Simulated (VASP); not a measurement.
Here is a VASP 6.6.1 calculation.

INCAR

```
PREC = Accurate
ENCUT = 520
EDIFF = 1E-6
ISMEAR = -1
SIGMA = 0.02
LREAL = False
LASPH = True
NELM = 60
ALGO = Normal
ISIF = 2
LWAVE = False
LCHARG = False
GGA = PE
NBANDS = 16
```

KPOINTS

```
Automatic mesh
0
Gamma
  8 8 8
```

Contents of POSCAR:

```
GaSb
1.0
    0.0000000000      3.0658788000      3.0658788000
    3.0658788000      0.0000000000      3.0658788000
    3.0658788000      3.0658788000      0.0000000000
Ga Sb
1 1
Direct
    0.0000000000      0.0000000000      0.0000000000
    0.2500000000      0.2500000000      0.2500000000
```

Potentials or basis: VASP PAW PBE potentials, release 64 (Ga_d, Sb).

The run is started by

```sh
$ cat potpaw_PBE.64/Ga_d/POTCAR potpaw_PBE.64/Sb/POTCAR > POTCAR
$ mpirun -np 1 vasp_std > vasp.out
```

**Question.** Estimate the pressure.

**Answer.** 2.0 GPa.

**Question.** What does it give for the band gap on the k mesh?

**Answer.** Zero (filled and empty bands touch).

Caveat: spin-orbit coupling is left out, which moves the levels of the heavy elements.
